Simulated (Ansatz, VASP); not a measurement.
## PbS: VASP beside Ansatz

Contents of INCAR:

```
ALGO     = Normal         # electronic algorithm
EDIFF    = 1E-7           # SCF threshold, eV
ENCUT    = 520            # plane-wave cutoff, eV
GGA      = PE             # functional
ISIF     = 2              # what is computed and relaxed
ISMEAR   = 0              # smearing method
IVDW     = 12             # dispersion correction
LASPH    = T              # aspherical terms in the spheres
LCHARG   = F              # write CHGCAR
LREAL    = F              # projectors in reciprocal space
LWAVE    = F              # write WAVECAR
NBANDS   = 50             # bands
NELM     = 80             # most SCF steps
PREC     = Accurate       # precision mode
SIGMA    = 0.03           # smearing width, eV
```

The input KPOINTS:

```
k-points
0
Gamma
  8 8 3
```

Contents of POSCAR:

```
PbS
1.0
   -2.9671314639     -2.9671314639      0.0000000000
    2.9671314639     -2.9671314639      0.0000000000
   -0.4943241019      0.0000000000     11.8685258554
Pb S
4 4
Direct
    0.4895875000      0.5104125000      0.1250000000
   -0.0312375000      0.0312375000      0.3750000000
    0.4479375000      0.5520625000      0.6250000000
   -0.0728875000      0.0728875000      0.8750000000
   -0.0104125000      0.0104125000      0.1250000000
    0.4687625000      0.5312375000      0.3750000000
   -0.0520625000      0.0520625000      0.6250000000
    0.4271125000      0.5728875000      0.8750000000
```

Input for Ansatz:

```yaml
crystal:
  lattice:
    - [-2.9671314639, -2.9671314639, 0.0]
    - [2.9671314639, -2.9671314639, 0.0]
    - [-0.4943241019, 0.0, 11.8685258554]
  atoms:
    - { symbol: Pb, position: [0.4895875, 0.5104125, 0.125] }
    - { symbol: Pb, position: [-0.0312375, 0.0312375, 0.375] }
    - { symbol: Pb, position: [0.4479375, 0.5520625, 0.625] }
    - { symbol: Pb, position: [-0.0728875, 0.0728875, 0.875] }
    - { symbol: S, position: [-0.0104125, 0.0104125, 0.125] }
    - { symbol: S, position: [0.4687625, 0.5312375, 0.375] }
    - { symbol: S, position: [-0.0520625, 0.0520625, 0.625] }
    - { symbol: S, position: [0.4271125, 0.5728875, 0.875] }
basis:
  ecutwfc: 420
kpoints:
  mp_grid: { grid: [8, 8, 3] }
hamiltonian:
  xc: pbe
  dispersion: d3bj
scf:
  occupations: { method: gaussian, width: 0.03 }
output:
  forces: true
  stress: true
  eigenvalues: true
```

Alike in both runs: task single point; functional PBE; dispersion D3(BJ); k mesh 8 × 8 × 3; occupations gaussian, width 0.03 eV; no spin polarisation.

|  | VASP | Ansatz |
| --- | --- | --- |
| version | VASP 6.6.1 | Ansatz 0.2.0 |
| potentials or method | VASP PAW PBE potentials, release 64 (Pb_d, S), cutoff 520 eV | scalar-relativistic, plane waves, PAW |
| valence electrons in the cell | 80 | 80 |

```csv
,VASP,Ansatz,Ansatz less VASP
gap on the k mesh at the Fermi level (eV),0.29,0.28,-0.004
least direct gap on the mesh (eV),0.29,0.28,-0.004
pressure (GPa),-0.2,-0.1,+0.07
"traceless stress, the component that is largest in VASP (GPa)",0.74,0.74,-0.001
rms of the force components (eV/Å),0.057,0.057,0.0000
```

Atom by atom the forces differ by 0.000 eV/Å (rms over components).

Neither program's run includes spin-orbit coupling.
